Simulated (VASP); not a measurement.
Crystal: TiC.

```
Ti C
1.0
     0.00000    2.16572    2.16572
     2.16572    0.00000    2.16572
     2.16572    2.16572    0.00000
Ti C
1 1
Direct
  0.00000 0.00000 0.00000
  0.50000 0.50000 0.50000
```

```yaml
Program: VASP 6.6.1
Task: relaxation of cell and atoms
Functional: LDA
Potentials_or_basis: VASP PAW LDA potentials, release 64 (Ti_sv, C)
Cutoff: 600 eV
k_mesh: 11 × 11 × 11
Occupations: fermi-dirac, width 0.05 eV
Spin: no spin polarisation
```

At the start: pressure -12.0 GPa; volume 10.16 Å³/atom.

Task: How do energy, volume and symmetry change on relaxing?

Result: Over 4 steps the energy falls by 18.3 meV/atom and the volume is 9.69 Å³/atom (-4.6 %); space group Fm-3m (No. 225, to 0.1 Å) before and after.

The path:
| step | energy change (eV) | largest force (eV/Å) | pressure (GPa) | volume (Å³) |
| --- | --- | --- | --- | --- |
| 1 | 0.0000 | 0.0000 | -12.04 | 20.32 |
| 2 | 0.0391 | 0.0000 | 20.82 | 18.15 |
| 3 | -0.0365 | 0.0000 | -0.22 | 19.40 |
| 4 | -0.0365 | 0.0000 | -0.02 | 19.38 |

Final structure:
```xyz
2
Lattice="0.0000 2.1318 2.1318 2.1318 0.0000 2.1318 2.1318 2.1318 0.0000" Properties=species:S:1:pos:R:3 pbc="T T T"
Ti    2.1318    0.0000    2.1318
C     2.1318    2.1318    2.1318
```
